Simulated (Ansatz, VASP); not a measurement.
## Cu3Te: VASP beside Ansatz

```
Te Cu
1.0
     4.02407    0.00000    0.00000
     0.00000    4.02407    0.00000
     0.00000    0.00000    4.02407
Te Cu
1 3
Direct
  0.00000 0.00000 0.00000
  0.50000 0.50000 0.00000
  0.50000 0.00000 0.50000
  0.00000 0.50000 0.50000
```

Alike in both runs: task single point; functional PBE; k mesh 7 × 7 × 7; occupations fermi-dirac, width 0.05 eV; no spin polarisation.

|  | VASP | Ansatz |
| --- | --- | --- |
| version | VASP 6.6.1 | Ansatz 0.2.0 |
| potentials or method | VASP PAW PBE potentials, release 64 (Te, Cu) | Ansatz PAW |
| plane-wave cutoff (eV) | 520 | 420 |
| valence electrons in the cell | 39 | 73 |

```tsv
	VASP	Ansatz	Ansatz less VASP
gap on the k mesh at the Fermi level (eV)	none	none	-
pressure (GPa)	-3.9	-4.0	-0.16
```

A gap of «none» marks a metal or a gap that the smearing closes. VASP's potentials hold 39 valence electrons a cell and Ansatz's 73, so a difference there can come from the potentials and not from the codes.

Neither program's run includes spin-orbit coupling.
